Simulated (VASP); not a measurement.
# TaH3Br2 (R-3m) in VASP: further runs

TaH3Br2 is run at these levels: PBE; tasks: single point.

All numbers are computed with VASP 6.6.1; they aren't measurements. Logs are shortened: lines on timing, memory, paths and dates and some standing lists are left out, and cuts for length are marked.

**1. The cell of the first run**

Symmetry: R-3m, No. 166, trigonal system. Conventional cell: a = 4.703 Å, b = 4.703 Å, c = 11.227 Å, α = 90.00°, β = 90.00°, γ = 120.00°. Ta (site symmetry -3m) has 6 H at 2.31 Å and 6 Br at 2.75 Å within 3.1 Å. H (site symmetry 2/m) has 2 Ta at 2.31 Å and 4 H at 2.35 Å and 6 Br at 2.69 to 2.75 Å within 3.1 Å. Within 3.5 Å of Br (site symmetry 3m) lie 9 H at 2.69 to 2.75 Å and 3 Ta at 2.75 Å and 4 Br at 2.85 to 2.86 Å.

**2. Single point, PBE**

INCAR reads:

```
ALGO     = Normal         # electronic algorithm
EDIFF    = 1E-7           # SCF threshold, eV
ENCUT    = 520            # plane-wave cutoff, eV
GGA      = PE             # functional
ISIF     = 2              # what is computed and relaxed
ISMEAR   = 0              # smearing method
LASPH    = T              # aspherical terms in the spheres
LCHARG   = F              # write CHGCAR
LREAL    = F              # projectors in reciprocal space
LWAVE    = F              # write WAVECAR
NBANDS   = 23             # bands
NELM     = 80             # most SCF steps
PREC     = Accurate       # precision mode
SIGMA    = 0.1            # smearing width, eV
```

KPOINTS reads:

```
k-points
0
Gamma
  6 6 6
```

POSCAR reads:

```
TaH3Br2
1.0
    2.3513438446      1.3575490030      3.7422796684
   -2.3513438446      1.3575490030      3.7422796684
    0.0000000000     -2.7150980018      3.7422796699
Ta H Br
1 3 2
Direct
    0.0000000000      0.0000000000      0.0000000000
    0.0000000000      0.5000000000      0.0000000000
    0.5000000000      0.0000000000      0.0000000000
    0.0000000000      0.0000000000      0.5000000000
    0.6268644123      0.6268644123      0.6268644123
    0.3731355877      0.3731355877      0.3731355877
```

Potentials or basis: VASP PAW PBE potentials, release 64 (Ta_pv, H, Br).

Run with:

```bash
cat potpaw_PBE.64/Ta_pv/POTCAR potpaw_PBE.64/H/POTCAR potpaw_PBE.64/Br/POTCAR > POTCAR
mpirun -np 1 vasp_std > vasp.out
```

OUTCAR:

```text
EDIFF = 1E-7
   ENCUT = 520
   GGA = PE
   ISIF = 2
   ISMEAR = 0
   LASPH = T
   LREAL = F
   NELM = 80
   PREC = Accurate

 ion  position               nearest neighbor table
   1  0.000  0.000  0.000-   5 2.75   6 2.75   5 2.75   5 2.75   6 2.75   6 2.75
   2  0.000  0.500  0.000-
   3  0.500  0.000  0.000-
   4  0.000  0.000  0.500-
   5  0.627  0.627  0.627-   1 2.75   1 2.75   1 2.75
   6  0.373  0.373  0.373-   1 2.75   1 2.75   1 2.75

  LATTYP: Found a trigonal (rhomboedric) cell.
 ALAT       =     4.6234634515
 COS(alpha) =     0.4827179338

  Lattice vectors:

 A1 = (   2.3513438446,   1.3575490030,   3.7422796684)
 A2 = (  -2.3513438446,   1.3575490030,   3.7422796684)
 A3 = (   0.0000000000,  -2.7150980018,   3.7422796699)

Analysis of symmetry for initial positions (statically):
=====================================================================
 Subroutine PRICEL returns:
 Original cell was already a primitive cell.

 Routine SETGRP: Setting up the symmetry group for a
 trigonal (rhombohedral) supercell.

 Subroutine GETGRP returns: Found 12 space group operations
 (whereof 12 operations were pure point group operations)
 out of a pool of 12 trial point group operations.

The static configuration has the point symmetry D_3d.

Analysis of symmetry for dynamics (positions and initial velocities):
=====================================================================
 Subroutine PRICEL returns:
 Original cell was already a primitive cell.

 Routine SETGRP: Setting up the symmetry group for a
 trigonal (rhombohedral) supercell.

 Subroutine GETGRP returns: Found 12 space group operations
 (whereof 12 operations were pure point group operations)
 out of a pool of 12 trial point group operations.

The dynamic configuration has the point symmetry D_3d.

 Subroutine INISYM returns: Found 12 space group operations
 (whereof 12 operations are pure point group operations),
 and found     1 'primitive' translations

----------------------------------------------------------------------------------------

                                     Primitive cell

  volume of cell :      71.6736

  direct lattice vectors                    reciprocal lattice vectors
     2.351343845  1.357549003  3.742279668     0.212644357  0.122770277  0.089072267
    -2.351343845  1.357549003  3.742279668    -0.212644357  0.122770277  0.089072267
     0.000000000 -2.715098002  3.742279670     0.000000000 -0.245540554  0.089072267

  length of vectors
     4.623463452  4.623463452  4.623463451     0.261197305  0.261197305  0.261197305

  position of ions in fractional coordinates (direct lattice)
     0.000000000  0.000000000  0.000000000
     0.000000000  0.500000000  1.000000000
     0.500000000  0.000000000  1.000000000
     1.000000000  1.000000000  0.500000000
     0.626864412  0.626864412  0.626864412
     0.373135588  0.373135588  0.373135588

  ion indices of the primitive-cell ions
   primitive index   ion index
                 1           1
                 2           2
                 3           3
                 4           4
                 5           5
                 6           6

----------------------------------------------------------------------------------------

 KPOINTS: k-points

Automatic generation of k-mesh.
 Grid dimensions read from file:
 generate k-points for:    6    6    6

 Generating k-lattice:

  Cartesian coordinates                     Fractional coordinates (reciprocal lattice)
     0.035440726  0.020461713  0.014845378     0.166666667  0.000000000  0.000000000
    -0.035440726  0.020461713  0.014845378     0.000000000  0.166666667  0.000000000
     0.000000000 -0.040923426  0.014845378    -0.000000000 -0.000000000  0.166666667

  Length of vectors
     0.043532884  0.043532884  0.043532884

  Shift w.r.t. Gamma in fractional coordinates (k-lattice)
     0.000000000  0.000000000  0.000000000

 Subroutine IBZKPT returns following result:
 ===========================================

 Found     32 irreducible k-points:

 Following reciprocal coordinates:
            Coordinates               Weight
  0.000000  0.000000  0.000000      1.000000
  0.166667  0.000000  0.000000      6.000000
  0.333333  0.000000  0.000000      6.000000
  0.500000  0.000000  0.000000      3.000000
  0.166667  0.166667  0.000000      6.000000
  0.333333  0.166667 -0.000000     12.000000
[... 16 lines left out ...]
  0.500000  0.500000  0.166667      6.000000
 -0.333333  0.500000  0.166667     12.000000
 [... further k-points ...]
   k-points           NKPTS =     32   k-points in BZ     NKDIM =     32   number of bands    NBANDS=     23
   number of dos      NEDOS =    301   number of ions     NIONS =      6
   total plane-waves  NPLWV =  46656
   dimension x,y,z NGX =    36 NGY =   36 NGZ =   36
   dimension x,y,z NGXF=    72 NGYF=   72 NGZF=   72
   ions per type =               1   3   2
   NGX,Y,Z   is equivalent  to a cutoff of  12.94, 12.94, 12.94 a.u.
   NGXF,Y,Z  is equivalent  to a cutoff of  25.89, 25.89, 25.89 a.u.
 SYSTEM =  unknown system
   PREC   = accura    normal or accurate (medium, high low for compatibility)
   ISTART =      0    job   : 0-new  1-cont  2-samecut
   ICHARG =      2    charge: 1-file 2-atom 10-const
   ISPIN  =      1    spin polarized calculation?
   LNONCOLLINEAR =      F non collinear calculations
   LSORBIT =      F    spin-orbit coupling
   LASPH  =      T    aspherical Exc in radial PAW
   ENCUT  =  520.0 eV  38.22 Ry    6.18 a.u.   8.60  8.60  8.60*2*pi/ulx,y,z
   NELM   =     80;   NELMIN=  2; NELMDL= -5     # of ELM steps
   EDIFF  = 0.1E-06   stopping-criterion for ELM
   LREAL  =      F    real-space projection
   EDIFFG = 0.1E-05   stopping-criterion for IOM
   NSW    =      0    number of steps for IOM
   IBRION =     -1    ionic relax: 0-MD 1-quasi-New 2-CG
   NFREE  =      0    steps in history (QN), initial steepest desc. (CG)
   ISIF   =      2    stress and relaxation
   ISYM   =      2    0-nonsym 1-usesym 2-fastsym
   POTIM  = 0.5000    time-step for ionic-motion
   TEBEG  =    0.0;   TEEND  =   0.0 temperature during run
   PSTRESS=    0.0 pullay stress
   NELECT =      28.0000    total number of electrons
   NUPDOWN=      -1.0000    fix difference up-down
   EMIN   =  10.00;   EMAX   =-10.00  energy-range for DOS
   EFERMI =   0.00;   METHOD = LEGACY
   ISMEAR =     0;   SIGMA  =   0.10  broadening in eV -4-tet -1-fermi 0-gaus
   EFERMI_NEDOS =   21; number of points for ismear=-14 and -15
   IALGO  =     38    algorithm
   IMIX   =      4    mixing-type and parameters
     AMIX     =   0.40;   BMIX     =  1.00
     AMIX_MAG =   1.60;   BMIX_MAG =  1.00
  volume/ion in A,a.u.               =      11.95        80.61
  Fermi-wavevector in a.u.,A,eV,Ry     =   1.196762  2.261552 19.486799  1.432239
  Thomas-Fermi vector in A             =   2.332694
   LORBIT       =      0    0 simple, 1 ext, 2 COOP (PROOUT), +10 PAW based schemes
   GGA     = PE    functional components
   LHFCALC =     F    Hartree Fock is set to
   AEXX    =    0.0000 exact exchange contribution
   IVDW    =     0    specifies the selected vdW correction
   LEPSILON=     F    determine dielectric tensor
   LRPA    =     F    only Hartree local field effects (RPA)
 non-spin polarized calculation
 Gauss-broadening in eV      SIGMA  =   0.10
  energy-cutoff  :      520.00
  volume of cell :       71.67
 maximum number of plane-waves:      1944
 NGX is ok and might be reduce to    36
   NGX = 17   NGY = 17   NGZ = 17

 number of electron      27.9999997 magnetization

 Free energy of the ion-electron system (eV)
  ---------------------------------------------------
  ext. energy  EPLUGINS =         0.00000000
  ---------------------------------------------------
  free energy    TOTEN  =       -22.51049276 eV

  energy without entropy =      -22.50907396  energy(sigma->0) =      -22.50978336

 E-fermi :   4.9374     XC(G=0): -10.8822

 val. band max:        4.8676195383   @ k =   0.5000   0.5000   0.5000
 cond. band min:       4.9481501229   @ k =   0.5000   0.5000  -0.0000
 fundamental gap:      0.0805305846
 Fermi energy:         4.9374201516

 k-point     1 :       0.0000    0.0000    0.0000
  band No.  band energies     occupation
      1     -31.0631      2.00000
      2     -31.0631      2.00000
      3     -30.6975      2.00000
      4     -13.1542      2.00000
      5      -9.7873      2.00000
      6      -2.0480      2.00000
[... 15 lines left out ...]
     22      11.6994      0.00000
     23      11.9119      0.00000

 k-point     2 :       0.1667    0.0000    0.0000
  band No.  band energies     occupation
      1     -31.0663      2.00000
      2     -31.0636      2.00000
      3     -30.6980      2.00000
      4     -12.9771      2.00000
      5     -10.0472      2.00000
      6      -1.9177      2.00000
[... 15 lines left out ...]
     22      12.2297      0.00000
     23      13.1088      0.00000

 k-point     3 :       0.3333    0.0000    0.0000
  band No.  band energies     occupation
      1     -31.0726      2.00000
      2     -31.0647      2.00000
      3     -30.6991      2.00000
      4     -12.5284      2.00000
      5     -10.6108      2.00000
      6      -2.6523      2.00000
[... 15 lines left out ...]
     22      12.4861      0.00000
     23      13.3062      0.00000
[... 495 lines left out ...]
 k-point    23 :       0.5000    0.5000    0.1667
  band No.  band energies     occupation
      1     -31.0721      2.00000
      2     -31.0667      2.00000
      3     -30.7033      2.00000
      4     -12.0240      2.00000
      5     -11.1708      2.00000
      6      -2.6185      2.00000
[... 15 lines left out ...]
     22      13.2627      0.00000
     23      13.7998      0.00000

 k-point    24 :      -0.3333    0.5000    0.1667
  band No.  band energies     occupation
      1     -31.0733      2.00000
      2     -31.0686      2.00000
      3     -30.7025      2.00000
      4     -11.6188      2.00000
      5     -11.5557      2.00000
      6      -2.9838      2.00000
[... 15 lines left out ...]
     22      14.0227      0.00000
     23      14.5752      0.00000

 [... further k-points ...]

------------------------ aborting loop because EDIFF is reached ----------------------------------------

  FORCE on cell =-STRESS in cart. coord.  units (eV):
  Direction    XX          YY          ZZ          XY          YZ          ZX
  --------------------------------------------------------------------------------------
  -------------------------------------------------------------------------------------
  Total        0.0399945      0.0399945     -0.1270959      0.0000000     -0.0000000      0.0000000
  in kB        0.8940289      0.8940289     -2.8410779      0.0000000     -0.0000000      0.0000000
  external PRESSURE =      -0.3510067 kB  Pullay stress =       0.0000000 kB

 VOLUME and BASIS-vectors are now :
 -----------------------------------------------------------------------------
  energy-cutoff  :      520.00
  volume of cell :       71.67
      direct lattice vectors                 reciprocal lattice vectors
     2.351343845  1.357549003  3.742279668     0.212644357  0.122770277  0.089072267
    -2.351343845  1.357549003  3.742279668    -0.212644357  0.122770277  0.089072267
     0.000000000 -2.715098002  3.742279670     0.000000000 -0.245540554  0.089072267

 POSITION                                       TOTAL-FORCE (eV/Angst)
 -----------------------------------------------------------------------------------
      0.00000      0.00000      0.00000         0.000000      0.000000     -0.000000
     -1.17567      0.67877      1.87114         0.000000      0.000000     -0.000000
      1.17567      0.67877      1.87114        -0.000000      0.000000     -0.000000
      0.00000     -1.35755      1.87114        -0.000000      0.000000     -0.000000
      0.00000      0.00000      7.03771         0.000000     -0.000000     -0.025443
      0.00000      0.00000      4.18913         0.000000      0.000000      0.025443
 -----------------------------------------------------------------------------------
    total drift:                                0.000000     -0.000000      0.000000

  FREE ENERGIE OF THE ION-ELECTRON SYSTEM (eV)
  ---------------------------------------------------
  free  energy   TOTEN  =       -22.5104927604 eV

  energy  without entropy=      -22.5090739601  energy(sigma->0) =      -22.50978336
```

Run time: 84 s. Hardware: 1 thread of Intel Xeon Platinum 8259CL at 2.50GHz (Skylake/Cascade Lake), shared host; peak memory 0.23 GiB.

What came out:

```yaml
Free_energy: -22.5105 eV
Pressure: 0.0 GPa
Largest_force: 0.025 eV/Å
Band_gap_on_the_k_mesh: zero (band 14 reaches 4.95 eV, above the bottom of band 15 at 4.87 eV)
```

Forces in eV/Å, atoms in the order of the input:
```
Ta   0.000  0.000  0.000
H    0.000  0.000  0.000
H    0.000  0.000  0.000
H    0.000  0.000  0.000
Br   0.000  0.000 -0.025
Br   0.000  0.000  0.025
```

Caveat: spin-orbit coupling is left out, which moves the levels of the heavy elements.

[end of part 1 of 2]
